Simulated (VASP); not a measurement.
# Mo (Im-3m) in VASP: notebook

The runs below take Mo through single point, with PBEsol.

Program: VASP 6.6.1. These are calculated values, not measurements. Logs are shortened: lines on timing, memory, paths and dates and some standing lists are left out, and cuts for length are marked.

## 1. The cell of the first run

It takes space group Im-3m (No. 229, cubic). Conventional cell: a = 3.129 Å, b = 3.129 Å, c = 3.129 Å, α = 90.00°, β = 90.00°, γ = 90.00°. Within 3.6 Å of Mo (site symmetry m-3m) lie 14 Mo at 2.71 to 3.13 Å.

## 2. Single point, PBEsol

Contents of INCAR:

```
SYSTEM = Mo
PREC = Accurate ; ENCUT = 520
EDIFF = 1E-6 ; ISMEAR = 0
SIGMA = 0.1 ; LREAL = .False.
LASPH = .True. ; NELM = 100
ALGO = Fast ; ISIF = 2
LWAVE = .False. ; LCHARG = .False.
GGA = PS ; NBANDS = 13
```

Contents of KPOINTS:

```
Automatic mesh
0
Gamma
  18 18 18
  0 0 0
```

Contents of POSCAR:

```
Mo
1.0
   -1.5646440663      1.5646440663      1.5646440663
    1.5646440663     -1.5646440663      1.5646440663
    1.5646440663      1.5646440663     -1.5646440663
Mo
1
Direct
    0.0000000000      0.0000000000      0.0000000000
```

Potentials or basis: VASP PAW PBE potentials, release 64 (Mo_sv).

Launch:

```console
$ cat potpaw_PBE.64/Mo_sv/POTCAR > POTCAR
$ mpirun -np 1 vasp_std > vasp.out
```

OUTCAR:

```text
SYSTEM = Mo
   PREC = Accurate
   ENCUT = 520
   EDIFF = 1E-6
   ISMEAR = 0
   LREAL = .False.
   LASPH = .True.
   NELM = 100
   ISIF = 2
   GGA = PS

 ion  position               nearest neighbor table
   1  0.000  0.000  0.000-

  LATTYP: Found a body centered cubic cell.
 ALAT       =     3.1292881326

  Lattice vectors:

 A1 = (  -1.5646440663,   1.5646440663,   1.5646440663)
 A2 = (   1.5646440663,  -1.5646440663,   1.5646440663)
 A3 = (   1.5646440663,   1.5646440663,  -1.5646440663)

Analysis of symmetry for initial positions (statically):
=====================================================================
 Subroutine PRICEL returns:
 Original cell was already a primitive cell.

 Routine SETGRP: Setting up the symmetry group for a
 body centered cubic supercell.

 Subroutine GETGRP returns: Found 48 space group operations
 (whereof 48 operations were pure point group operations)
 out of a pool of 48 trial point group operations.

The static configuration has the point symmetry O_h .

Analysis of symmetry for dynamics (positions and initial velocities):
=====================================================================
 Subroutine PRICEL returns:
 Original cell was already a primitive cell.

 Routine SETGRP: Setting up the symmetry group for a
 body centered cubic supercell.

 Subroutine GETGRP returns: Found 48 space group operations
 (whereof 48 operations were pure point group operations)
 out of a pool of 48 trial point group operations.

The dynamic configuration has the point symmetry O_h .

 Subroutine INISYM returns: Found 48 space group operations
 (whereof 48 operations are pure point group operations),
 and found     1 'primitive' translations

----------------------------------------------------------------------------------------

                                     Primitive cell

  volume of cell :      15.3217

  direct lattice vectors                    reciprocal lattice vectors
    -1.564644066  1.564644066  1.564644066     0.000000000  0.319561497  0.319561497
     1.564644066 -1.564644066  1.564644066     0.319561497  0.000000000  0.319561497
     1.564644066  1.564644066 -1.564644066     0.319561497  0.319561497  0.000000000

  length of vectors
     2.710043019  2.710043019  2.710043019     0.451928203  0.451928203  0.451928203

  position of ions in fractional coordinates (direct lattice)
     0.000000000  0.000000000  0.000000000

  ion indices of the primitive-cell ions
   primitive index   ion index
                 1           1

----------------------------------------------------------------------------------------

 KPOINTS: Automatic mesh

Automatic generation of k-mesh.
 Grid dimensions read from file:
 generate k-points for:   18   18   18

 Generating k-lattice:

  Cartesian coordinates                     Fractional coordinates (reciprocal lattice)
     0.000000000  0.017753416  0.017753416     0.055555556  0.000000000  0.000000000
     0.017753416  0.000000000  0.017753416     0.000000000  0.055555556  0.000000000
     0.017753416  0.017753416  0.000000000     0.000000000  0.000000000  0.055555556

  Length of vectors
     0.025107122  0.025107122  0.025107122

  Shift w.r.t. Gamma in fractional coordinates (k-lattice)
     0.000000000  0.000000000  0.000000000

 Subroutine IBZKPT returns following result:
 ===========================================

 Found    195 irreducible k-points:

 Following reciprocal coordinates:
            Coordinates               Weight
  0.000000  0.000000  0.000000      1.000000
  0.055556  0.000000  0.000000     12.000000
  0.111111  0.000000  0.000000     12.000000
  0.166667  0.000000  0.000000     12.000000
  0.222222  0.000000  0.000000     12.000000
  0.277778  0.000000  0.000000     12.000000
[... 16 lines left out ...]
  0.333333  0.111111 -0.000000     48.000000
  0.388889  0.111111  0.000000     48.000000
 [... further k-points ...]
   k-points           NKPTS =    195   k-points in BZ     NKDIM =    195   number of bands    NBANDS=     13
   number of dos      NEDOS =    301   number of ions     NIONS =      1
   total plane-waves  NPLWV =   8000
   dimension x,y,z NGX =    20 NGY =   20 NGZ =   20
   dimension x,y,z NGXF=    40 NGYF=   40 NGZF=   40
   ions per type =               1
   NGX,Y,Z   is equivalent  to a cutoff of  12.27, 12.27, 12.27 a.u.
   NGXF,Y,Z  is equivalent  to a cutoff of  24.54, 24.54, 24.54 a.u.
 SYSTEM =  Mo
   PREC   = accura    normal or accurate (medium, high low for compatibility)
   ISTART =      0    job   : 0-new  1-cont  2-samecut
   ICHARG =      2    charge: 1-file 2-atom 10-const
   ISPIN  =      1    spin polarized calculation?
   LNONCOLLINEAR =      F non collinear calculations
   LSORBIT =      F    spin-orbit coupling
   LASPH  =      T    aspherical Exc in radial PAW
   ENCUT  =  520.0 eV  38.22 Ry    6.18 a.u.   5.04  5.04  5.04*2*pi/ulx,y,z
   NELM   =    100;   NELMIN=  2; NELMDL= -5     # of ELM steps
   EDIFF  = 0.1E-05   stopping-criterion for ELM
   LREAL  =      F    real-space projection
   EDIFFG = 0.1E-04   stopping-criterion for IOM
   NSW    =      0    number of steps for IOM
   IBRION =     -1    ionic relax: 0-MD 1-quasi-New 2-CG
   NFREE  =      0    steps in history (QN), initial steepest desc. (CG)
   ISIF   =      2    stress and relaxation
   ISYM   =      2    0-nonsym 1-usesym 2-fastsym
   POTIM  = 0.5000    time-step for ionic-motion
   TEBEG  =    0.0;   TEEND  =   0.0 temperature during run
   PSTRESS=    0.0 pullay stress
   NELECT =      14.0000    total number of electrons
   NUPDOWN=      -1.0000    fix difference up-down
   EMIN   =  10.00;   EMAX   =-10.00  energy-range for DOS
   EFERMI =   0.00;   METHOD = LEGACY
   ISMEAR =     0;   SIGMA  =   0.10  broadening in eV -4-tet -1-fermi 0-gaus
   EFERMI_NEDOS =   21; number of points for ismear=-14 and -15
   IALGO  =     68    algorithm
   IMIX   =      4    mixing-type and parameters
     AMIX     =   0.40;   BMIX     =  1.00
     AMIX_MAG =   1.60;   BMIX_MAG =  1.00
  volume/ion in A,a.u.               =      15.32       103.40
  Fermi-wavevector in a.u.,A,eV,Ry     =   1.588603  3.002024 34.336458  2.523658
  Thomas-Fermi vector in A             =   2.687581
   LORBIT       =      0    0 simple, 1 ext, 2 COOP (PROOUT), +10 PAW based schemes
   GGA     = PS    functional components
   LHFCALC =     F    Hartree Fock is set to
   AEXX    =    0.0000 exact exchange contribution
   IVDW    =     0    specifies the selected vdW correction
   LEPSILON=     F    determine dielectric tensor
   LRPA    =     F    only Hartree local field effects (RPA)
 non-spin polarized calculation
 RMM-DIIS sequential band-by-band and
 Gauss-broadening in eV      SIGMA  =   0.10
  energy-cutoff  :      520.00
  volume of cell :       15.32
 maximum number of plane-waves:       426
   NGX =  9   NGY =  9   NGZ =  9

 number of electron      13.9999998 magnetization

 Free energy of the ion-electron system (eV)
  ---------------------------------------------------
  ext. energy  EPLUGINS =         0.00000000
  ---------------------------------------------------
  free energy    TOTEN  =       -11.77798899 eV

  energy without entropy =      -11.77567599  energy(sigma->0) =      -11.77683249

 E-fermi :  12.8089     XC(G=0): -13.6421

 val. band max:       12.8074601927   @ k =  -0.3889   0.4444   0.2778
 cond. band min:      12.8133847976   @ k =   0.3889   0.1111   0.0000
 fundamental gap:      0.0059246048
 Fermi energy:        12.8088994458

 k-point     1 :       0.0000    0.0000    0.0000
  band No.  band energies     occupation
      1     -48.4075      2.00000
      2     -21.6466      2.00000
      3     -21.6466      2.00000
      4     -21.6466      2.00000
      5       5.4389      2.00000
      6      11.3837      2.00000
      7      11.3837      2.00000
      8      11.3837      2.00000
      9      14.4735      0.00000
     10      14.4735      0.00000
     11      27.6269      0.00000
     12      27.6269      0.00000
     13      27.6269      0.00000

 k-point     2 :       0.0556    0.0000    0.0000
  band No.  band energies     occupation
      1     -48.3991      2.00000
      2     -21.6954      2.00000
      3     -21.6616      2.00000
      4     -21.6470      2.00000
      5       5.5797      2.00000
      6      11.3032      2.00000
      7      11.3707      2.00000
      8      11.5160      2.00000
      9      14.3521      0.00000
     10      14.4752      0.00000
     11      27.7354      0.00000
     12      27.8643      0.00000
     13      27.9165      0.00000

 k-point     3 :       0.1111    0.0000    0.0000
  band No.  band energies     occupation
      1     -48.3745      2.00000
      2     -21.8343      2.00000
      3     -21.7044      2.00000
      4     -21.6481      2.00000
      5       5.9808      2.00000
      6      11.0796      2.00000
      7      11.3133      2.00000
      8      11.9076      2.00000
      9      14.0863      0.00000
     10      14.4859      0.00000
     11      27.9979      0.00000
     12      28.5563      0.00000
     13      28.6417      0.00000
[... 305 lines left out ...]
 k-point    23 :       0.3333    0.1111   -0.0000
  band No.  band energies     occupation
      1     -48.1425      2.00000
      2     -22.9519      2.00000
      3     -22.1164      2.00000
      4     -21.7230      2.00000
      5       7.8881      2.00000
      6       9.5758      2.00000
      7      12.1679      2.00000
      8      14.2654      0.00000
      9      15.3025      0.00000
     10      17.4528      0.00000
     11      25.6326      0.00000
     12      26.4166      0.00000
     13      30.9553      0.00000

 k-point    24 :       0.3889    0.1111    0.0000
  band No.  band energies     occupation
      1     -48.1183      2.00000
      2     -23.0560      2.00000
      3     -22.1661      2.00000
      4     -21.7253      2.00000
      5       7.7423      2.00000
      6       9.4456      2.00000
      7      12.8134      0.94942
      8      14.3897      0.00000
      9      15.5679      0.00000
     10      18.3558      0.00000
     11      24.7544      0.00000
     12      25.6563      0.00000
     13      30.0149      0.00000

 [... further k-points ...]
[... 5 lines left out ...]
  --------------------------------------------------------------------------------------
  -------------------------------------------------------------------------------------
  Total        0.0542384      0.0542384      0.0542384      0.0000000      0.0000000      0.0000000
  in kB        5.6716715      5.6716715      5.6716715      0.0000000      0.0000000      0.0000000
  external PRESSURE =       5.6716715 kB  Pullay stress =       0.0000000 kB

 VOLUME and BASIS-vectors are now :
 -----------------------------------------------------------------------------
  energy-cutoff  :      520.00
  volume of cell :       15.32
      direct lattice vectors                 reciprocal lattice vectors
    -1.564644066  1.564644066  1.564644066     0.000000000  0.319561497  0.319561497
     1.564644066 -1.564644066  1.564644066     0.319561497  0.000000000  0.319561497
     1.564644066  1.564644066 -1.564644066     0.319561497  0.319561497  0.000000000

 POSITION                                       TOTAL-FORCE (eV/Angst)
 -----------------------------------------------------------------------------------
      0.00000      0.00000      0.00000        -0.000000      0.000000      0.000000
 -----------------------------------------------------------------------------------
    total drift:                                0.000000     -0.000000      0.000000

  FREE ENERGIE OF THE ION-ELECTRON SYSTEM (eV)
  ---------------------------------------------------
  free  energy   TOTEN  =       -11.7779889858 eV

  energy  without entropy=      -11.7756759950  energy(sigma->0) =      -11.77683249
```

It took 23 s on 1 thread of Intel Xeon Platinum 8259CL at 2.50GHz (Skylake/Cascade Lake), shared host; peak memory 0.15 GiB.

What came out:

- Free energy: -11.7780 eV
- Pressure: 0.6 GPa
- Band gap on the k mesh: zero (band 7 reaches 16.92 eV, above the bottom of band 8 at 11.38 eV)

Caveat: the PAW data sets were made with another functional, which shifts forces and pressure a little.

## 3. Single point, PBEsol (volume scaled by 0.88)

Contents of INCAR:

```
PREC = Accurate
ENCUT = 520
EDIFF = 1E-6
ISMEAR = 0
SIGMA = 0.1
LREAL = False
LASPH = True
NELM = 100
ALGO = Normal
ISIF = 2
LWAVE = False
LCHARG = False
GGA = PS
NBANDS = 13
```

Contents of KPOINTS:

```
regular mesh
0
Gamma
  18 18 18
```

Contents of POSCAR:

```
Mo
1.0
   -1.4993733298      1.4993733298      1.4993733298
    1.4993733298     -1.4993733298      1.4993733298
    1.4993733298      1.4993733298     -1.4993733298
Mo
1
Direct
    0.0000000000      0.0000000000      0.0000000000
```

Potentials or basis: VASP PAW PBE potentials, release 64 (Mo_sv).

Launch:

```console
$ cat potpaw_PBE.64/Mo_sv/POTCAR > POTCAR
$ mpirun -np 1 vasp_std > vasp.out
```

OUTCAR:

```text
PREC = Accurate
   ENCUT = 520
   EDIFF = 1E-6
   ISMEAR = 0
   LREAL = False
   LASPH = True
   NELM = 100
   ISIF = 2
   GGA = PS

 ion  position               nearest neighbor table
   1  0.000  0.000  0.000-

  LATTYP: Found a body centered cubic cell.
 ALAT       =     2.9987466596

  Lattice vectors:

 A1 = (  -1.4993733298,   1.4993733298,   1.4993733298)
 A2 = (   1.4993733298,  -1.4993733298,   1.4993733298)
 A3 = (   1.4993733298,   1.4993733298,  -1.4993733298)

Analysis of symmetry for initial positions (statically):
=====================================================================
 Subroutine PRICEL returns:
 Original cell was already a primitive cell.

 Routine SETGRP: Setting up the symmetry group for a
 body centered cubic supercell.

 Subroutine GETGRP returns: Found 48 space group operations
 (whereof 48 operations were pure point group operations)
 out of a pool of 48 trial point group operations.

The static configuration has the point symmetry O_h .

Analysis of symmetry for dynamics (positions and initial velocities):
[... 159 lines left out ...]
 val. band max:       15.0314371895   @ k =   0.3333   0.0556   0.0556
 cond. band min:      15.0651956257   @ k =  -0.3333   0.3889   0.2778
 fundamental gap:      0.0337584362
 Fermi energy:        15.0409226440

 k-point     1 :       0.0000    0.0000    0.0000
  band No.  band energies     occupation
      1     -46.2917      2.00000
      2     -19.1379      2.00000
      3     -19.1379      2.00000
      4     -19.1379      2.00000
      5       7.2963      2.00000
      6      13.2971      2.00000
      7      13.2971      2.00000
      8      13.2971      2.00000
      9      16.9026      0.00000
     10      16.9026      0.00000
     11      29.9668      0.00000
     12      29.9668      0.00000
     13      29.9668      0.00000
[... 354 lines left out ...]
  band No.  band energies     occupation
      1     -45.8138      2.00000
      2     -21.2203      2.00000
      3     -19.8967      2.00000
      4     -19.2627      2.00000
      5       9.1966      2.00000
      6      11.0122      2.00000
      7      15.2696      0.00122
      8      16.8735      0.00000
      9      18.3484      0.00000
     10      21.6221      0.00000
     11      28.1286      0.00000
     12      29.1786      0.00000
     13      34.0588      0.00000

 [... further k-points ...]
[... 5 lines left out ...]
  --------------------------------------------------------------------------------------
  -------------------------------------------------------------------------------------
  Total        4.0521583      4.0521583      4.0521583      0.0000000      0.0000000      0.0000000
  in kB      481.5125873    481.5125873    481.5125873      0.0000000      0.0000000      0.0000000
  external PRESSURE =     481.5125873 kB  Pullay stress =       0.0000000 kB

 VOLUME and BASIS-vectors are now :
 -----------------------------------------------------------------------------
  energy-cutoff  :      520.00
  volume of cell :       13.48
      direct lattice vectors                 reciprocal lattice vectors
    -1.499373330  1.499373330  1.499373330     0.000000000  0.333472652  0.333472652
     1.499373330 -1.499373330  1.499373330     0.333472652  0.000000000  0.333472652
     1.499373330  1.499373330 -1.499373330     0.333472652  0.333472652  0.000000000

 POSITION                                       TOTAL-FORCE (eV/Angst)
 -----------------------------------------------------------------------------------
      0.00000      0.00000      0.00000        -0.000000      0.000000      0.000000
 -----------------------------------------------------------------------------------
    total drift:                                0.000000     -0.000000      0.000000

  FREE ENERGIE OF THE ION-ELECTRON SYSTEM (eV)
  ---------------------------------------------------
  free  energy   TOTEN  =       -11.5258180684 eV

  energy  without entropy=      -11.5233962513  energy(sigma->0) =      -11.52460716
```

OSZICAR:

```text
N       E                     dE             d eps       ncg     rms          rms(c)
DAV:   1     0.911657551667E+02    0.91166E+02   -0.81525E+03  5152   0.112E+03
DAV:   2    -0.110473743030E+02   -0.10221E+03   -0.98018E+02  5790   0.315E+02
DAV:   3    -0.121439424670E+02   -0.10966E+01   -0.10936E+01  5770   0.326E+01
DAV:   4    -0.121461927299E+02   -0.22503E-02   -0.22502E-02  5665   0.178E+00
DAV:   5    -0.121462051716E+02   -0.12442E-04   -0.12442E-04  5800   0.118E-01    0.222E+01
DAV:   6    -0.116275614327E+02    0.51864E+00   -0.55792E-01  5245   0.951E+00    0.775E+00
DAV:   7    -0.115311269528E+02    0.96434E-01   -0.15649E-01  5605   0.484E+00    0.758E-01
DAV:   8    -0.115257935710E+02    0.53334E-02   -0.39568E-03  5240   0.822E-01    0.160E-01
DAV:   9    -0.115258120224E+02   -0.18451E-04   -0.52736E-05  6015   0.856E-02    0.916E-02
DAV:  10    -0.115258177748E+02   -0.57524E-05   -0.97008E-06  5320   0.390E-02    0.476E-03
DAV:  11    -0.115258180684E+02   -0.29360E-06   -0.75292E-08  2860   0.356E-03
   1 F= -.11525818E+02 E0= -.11524607E+02  d E =-.242182E-02
```

It took 30 s on 1 thread of Intel Xeon 8259CL, shared host; peak memory 0.15 GiB.

Results:

```
Free energy            : -11.5258 eV
Pressure               : 48.2 GPa
Band gap on the k mesh : zero (band 7 reaches 19.91 eV, above the bottom of band 8 at 13.30 eV)
```

Levels at points of the mesh, in eV from the Fermi level:
```csv
k point,band 4,band 5,band 6,band 7,band 8,band 9,band 10,band 11
"(0.00, 0.00, 0.00)",-34.18,-7.74,-1.74,-1.74,-1.74,1.86,1.86,14.93
"(0.50, 0.00, 0.00)",-34.21,-6.36,-4.25,2.01,2.27,2.77,5.87,12.15
"(0.50, 0.50, 0.50)",-35.68,-6.77,-6.77,4.87,4.87,4.87,10.23,10.23
```

Caveat: the PAW data sets were made with another functional, which shifts forces and pressure a little.

(Continued in part 2 of 2.)
